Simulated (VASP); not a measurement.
P: single point with PBE

The system is P.

```xyz
2
Lattice="1.0446 -0.6031 3.4079 0.0000 1.2062 3.4079 -1.0446 -0.6031 3.4079" Properties=species:S:1:pos:R:3 pbc="T T T"
P     0.0000    0.0000    2.5559
P     0.0000    0.0000   -2.5559
```

This isn't the form of P at room conditions, which is orthorhombic.

- Program: VASP 6.6.1
- Task: single point
- Functional: PBE
- Potentials or basis: VASP PAW PBE potentials, release 64 (P)
- Cutoff: 520 eV
- k mesh: 15 × 15 × 15
- Occupations: fermi-dirac, width 0.05 eV
- Spin: no spin polarisation
- Dipole correction: no
- Further INCAR settings: ALGO = Normal; EDIFF = 1e-06; NBANDS = 12

```json
{
  "Pressure": "360.1 GPa",
  "Band gap on the k mesh": "zero (bands 5 and 6 overlap by 16.55 eV)"
}
```

Stress tensor (GPa, compression positive):
```
360.19   0.00   0.00
  0.00 360.19   0.00
  0.00   0.00 359.78
```

Levels at points of the mesh, in eV from the Fermi level:
```tsv
k point	band 2	band 3	band 4	band 5	band 6	band 7	band 8	band 9
(0.00, 0.00, 0.00)	-16.81	-15.33	11.45	11.45	12.92	12.92	13.36	13.36
```

Wall time 99 s on 1 thread of Intel Xeon 8259CL, on a shared host, peak memory 0.18 GiB.

Caveat: the cell stands under pressure.
